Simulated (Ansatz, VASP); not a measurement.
# Two plane-wave programs on Si5Ge

File INCAR:

```
PREC     = Accurate       # precision mode
ENCUT    = 520            # plane-wave cutoff, eV
EDIFF    = 1E-6           # SCF threshold, eV
ISMEAR   = 0              # smearing method
SIGMA    = 0.1            # smearing width, eV
LREAL    = F              # projectors in reciprocal space
LASPH    = T              # aspherical terms in the spheres
NELM     = 80             # most SCF steps
ALGO     = Normal         # electronic algorithm
ISIF     = 2              # what is computed and relaxed
LWAVE    = F              # write WAVECAR
LCHARG   = F              # write CHGCAR
GGA      = PE             # functional
NBANDS   = 26             # bands
```

KPOINTS

```
Automatic mesh
0
Gamma
  6 6 1
```

The input POSCAR:

```
Si5Ge
1.0
    2.6994667500      0.0000000000      0.0000000000
   -1.3497333700      2.3378067800      0.0000000000
    0.0000000000      0.0000000000     15.0953998400
Si Ge
5 1
Direct
    0.3333333300      0.6666666700      0.8333333300
    0.3333333300      0.6666666700      0.1666666700
    0.6666666700      0.3333333300      0.0000000000
    0.6666666700      0.3333333300      0.3333333300
    0.6666666700      0.3333333300      0.6666666700
    0.3333333300      0.6666666700      0.5000000000
```

Input for Ansatz:

```yaml
crystal:
  lattice:
    - [2.69946675, 0.0, 0.0]
    - [-1.34973337, 2.33780678, 0.0]
    - [0.0, 0.0, 15.09539984]
  atoms:
    - { symbol: Si, position: [0.33333333, 0.66666667, 0.83333333] }
    - { symbol: Si, position: [0.33333333, 0.66666667, 0.16666667] }
    - { symbol: Si, position: [0.66666667, 0.33333333, 0.0] }
    - { symbol: Si, position: [0.66666667, 0.33333333, 0.33333333] }
    - { symbol: Si, position: [0.66666667, 0.33333333, 0.66666667] }
    - { symbol: Ge, position: [0.33333333, 0.66666667, 0.5] }
basis:
  ecutwfc: 420
kpoints:
  mp_grid: { grid: [6, 6, 1] }
hamiltonian:
  xc: pbe
scf:
  occupations: { method: gaussian, width: 0.1 }
  lower_state_search: "off"
output:
  forces: true
  stress: true
  eigenvalues: true
```

Alike in both runs: task single point; functional PBE; k mesh 6 × 6 × 1; occupations gaussian, width 0.1 eV; no spin polarisation.

|  | VASP | Ansatz |
| --- | --- | --- |
| version | VASP 6.6.1 | Ansatz 0.2.0 |
| potentials or method | VASP PAW PBE potentials, release 64 (Si, Ge_d), cutoff 520 eV | scalar-relativistic, plane waves, PAW |
| valence electrons in the cell | 34 | 34 |

|  | VASP | Ansatz | Ansatz less VASP |
| --- | --- | --- | --- |
| gap on the k mesh at the Fermi level (eV) | none | none | - |
| pressure (GPa) | -0.5 | -0.6 | -0.05 |
| traceless stress, the component that is largest in VASP (GPa) | 6.43 | 6.42 | -0.006 |
| rms of the force components (eV/Å) | 0.146 | 0.145 | -0.0008 |

Atom by atom the forces differ by 0.001 eV/Å (rms over components). A gap of «none» marks a metal or a gap that the smearing closes.

The k mesh is coarse, so the values compare programs but aren't converged.
